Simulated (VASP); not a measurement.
Input of a VASP 6.6.1 run:

Contents of POSCAR:

```
GaN
1.0
    3.1832849295      0.0000000000      0.0000000000
   -1.5916424648      2.7568056165      0.0000000000
    0.0000000000      0.0000000000      5.1839381315
Ga N
2 2
Direct
    0.3333333333      0.6666666667     -0.0553388205
    0.6666666667      0.3333333333      0.4446611795
    0.3333333333      0.6666666667      0.4323388205
    0.6666666667      0.3333333333      0.9323388205
```

INCAR.step1

```
SYSTEM = GaN
PREC = Accurate
ENCUT = 520
ISMEAR = 0
SIGMA = 0.01
LREAL = .False.
LASPH = .True.
NELM = 100
NBANDS = 26
GGA = PE
ALGO = Normal
EDIFF = 1E-4
LWAVE = .True.
LCHARG = .False.
```

Contents of INCAR.step2:

```
SYSTEM = GaN
PREC = Accurate
ENCUT = 520
EDIFF = 1E-6
ISMEAR = 0
SIGMA = 0.01
LREAL = .False.
LASPH = .True.
NELM = 100
ALGO = Normal
ISIF = 2
LWAVE = .False.
LCHARG = .False.
METAGGA = R2SCAN
LMIXTAU = .True.
NBANDS = 26
ISTART = 1
```

KPOINTS

```
Automatic mesh
0
Gamma
  12 12 6
  0 0 0
```

Potentials or basis: VASP PAW PBE potentials, release 64 (Ga_d, N).

Command:

```bash
$ cat potpaw_PBE.64/Ga_d/POTCAR potpaw_PBE.64/N/POTCAR > POTCAR
$ cp INCAR.step1 INCAR
$ mpirun -np 1 vasp_std > vasp.out
$ cp INCAR.step2 INCAR
$ mpirun -np 1 vasp_std > vasp.out
```

(1) What does it give for the pressure?

(2) Estimate the band gap on the k mesh.

(3) Estimate the largest force.

Results:

(1) 11.4 GPa.

(2) 2.38 eV.

(3) 0.364 eV/Å.

Caveat: the cell differs from its parent crystal (atoms displaced along a vibrational mode); the cell stands under pressure; the PAW data sets were made with another functional, which shifts forces and pressure a little.
